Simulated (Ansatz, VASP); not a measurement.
## Mg2O in VASP and in Ansatz

```xyz
6
Lattice="3.0774 0.0000 0.0000 -1.5387 2.6651 0.0000 0.0000 0.0000 10.1026" Properties=species:S:1:pos:R:3 pbc="T T T"
Mg    0.0000    0.0000    0.0000
Mg    0.0000    1.7767    7.6365
Mg    1.5387    0.8884    2.4661
Mg    0.0000    0.0000    5.0513
O     0.0000    1.7767    1.2173
O     1.5387    0.8884    8.8853
```

Alike in both runs: functional PBE; k mesh 12 × 12 × 4; occupations gaussian, width 0.1 eV; no spin polarisation.

Ansatz relaxed the structure, and its values are those at the end. VASP's run is a single point on that final structure, the one shown.

```csv
,VASP,Ansatz
version,VASP 6.6.1,Ansatz 0.2.0
potentials or method,"VASP PAW PBE potentials, release 64 (Mg, O), cutoff 520 eV","scalar-relativistic, plane waves, PAW"
valence electrons in the cell,20,52
```

Ansatz gave:

| Quantity | Value |
| --- | --- |
| gap on the k mesh at the Fermi level (eV) | none |
| pressure (GPa) | 0.0 |
| rms of the force components (eV/Å) | 0.001 |

Question: Estimate VASP's values.

Answer: gap on the k mesh at the Fermi level (eV): none; pressure (GPa): -0.4; rms of the force components (eV/Å): 0.005.

A gap of «none» marks a metal or a gap that the smearing closes. With one functional, cell and mesh, what is left measures potentials, basis and numerics. VASP's potentials hold 20 valence electrons a cell and Ansatz's 52, so a difference there can come from the potentials and not from the codes.
